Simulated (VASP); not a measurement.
Write the native input for VASP 6.6.1 that does the following.

* Task: single point
* Functional: PBEsol
* Potentials or basis: VASP PAW PBE potentials, release 64 (Sn_d)
* Cutoff: 520 eV
* k mesh: 11 × 11 × 11
* Occupations: fermi-dirac, width 0.05 eV
* Spin: no spin polarisation
* Dipole correction: no
* Further INCAR settings: ALGO = Normal; EDIFF = 1e-06; NBANDS = 21

The structure of Sn lies in POSCAR:

```
Sn
1.0
   -0.0324560000      3.2293720000      3.2293720000
    3.2293720000     -0.0324560000      3.2293720000
    3.2293720000      3.2293720000     -0.0324560000
Sn
2
Direct
    0.5000000000      0.5000000000      0.5000000000
    0.7500000000      0.7500000000      0.7500000000
```

This cell differs from its parent crystal: equal xy, yz and zx shear strains of -1 %.

The input as run:

INCAR

```
PREC = Accurate
ENCUT = 520
EDIFF = 1E-6
ISMEAR = -1
SIGMA = 0.05
LREAL = False
LASPH = True
NELM = 60
ALGO = Normal
ISIF = 2
LWAVE = False
LCHARG = False
GGA = PS
NBANDS = 21
```

KPOINTS

```
Automatic mesh
0
Gamma
  11 11 11
```

Potentials or basis: VASP PAW PBE potentials, release 64 (Sn_d).

Run with:

```console
$ cat potpaw_PBE.64/Sn_d/POTCAR > POTCAR
$ mpirun -np 1 vasp_std > vasp.out
```

It gave:

```
Pressure               : 1.0 GPa
Largest force          : 0.167 eV/Å
Band gap on the k mesh : zero (bands 14 and 15 overlap by 0.22 eV)
```

Caveat: the cell differs from its parent crystal (equal xy, yz and zx shear strains of -1 %); the PAW data sets were made with another functional, which shifts forces and pressure a little; spin-orbit coupling is left out, which moves the levels of the heavy elements.

It took 100 s on 1 thread of AMD EPYC 9R45 96-Core Processor (Zen 5), with other jobs on the host, peak memory 0.28 GiB.
